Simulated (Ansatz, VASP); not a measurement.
Sb in VASP and in Ansatz

Contents of INCAR:

```
SYSTEM = Sb
PREC = Accurate
ENCUT = 500
EDIFF = 1E-6
ISMEAR = -1
SIGMA = 0.05
LREAL = .False.
LASPH = .True.
NELM = 120
ALGO = Normal
ISIF = 2
LWAVE = .False.
LCHARG = .False.
NBANDS = 22
GGA_COMPAT = .False.
```

Contents of KPOINTS:

```
Automatic mesh
0
Gamma
  8 8 8
  0 0 0
```

POSCAR

```
Sb
1.0
    2.1397418462      1.2353805309      3.7327777635
   -2.1397418462      1.2353805309      3.7327777635
    0.0000000000     -2.4707610619      3.7327777635
Sb
2
Direct
    0.7665100000      0.7665100000      0.7665100000
    0.2334900000      0.2334900000      0.2334900000
```

input.yaml

```yaml
crystal:
  lattice:
    - [2.1397418462, 1.2353805309, 3.7327777635]
    - [-2.1397418462, 1.2353805309, 3.7327777635]
    - [0.0, -2.4707610619, 3.7327777635]
  atoms:
    - { symbol: Sb, position: [0.76651, 0.76651, 0.76651] }
    - { symbol: Sb, position: [0.23349, 0.23349, 0.23349] }
hamiltonian:
  xc: lda
  pseudopotentials: { kind: paw }
kpoints:
  mp_grid: { grid: [8, 8, 8] }
scf:
  occupations: { method: fermi_dirac, width: 0.05 }
output:
  forces: true
  stress: true
  eigenvalues: true
```

Alike in both runs: task single point; functional LDA; k mesh 8 × 8 × 8; occupations fermi-dirac, width 0.05 eV; no spin polarisation.

|  | VASP | Ansatz |
| --- | --- | --- |
| version | VASP 6.6.1 | Ansatz 0.2.0 |
| potentials or method | VASP PAW LDA potentials, release 64 (Sb_d_GW) | Ansatz PAW |
| plane-wave cutoff (eV) | 500 | 420 |
| valence electrons in the cell | 30 | 30 |

```tsv
	VASP	Ansatz	Ansatz less VASP
gap on the k mesh at the Fermi level (eV)	none	none	-
pressure (GPa)	-0.1	0.0	+0.04
traceless stress, the component that is largest in VASP (GPa)	-0.47	-0.45	+0.020
rms of the force components (eV/Å)	0.073	0.066	-0.0069
```

LDA's correlation is that of Perdew and Zunger in VASP and of Perdew and Wang (1992) in Ansatz. Atom by atom the forces differ by 0.007 eV/Å (rms over components). A gap of «none» marks a metal or a gap that the smearing closes.

Neither program's run includes spin-orbit coupling.
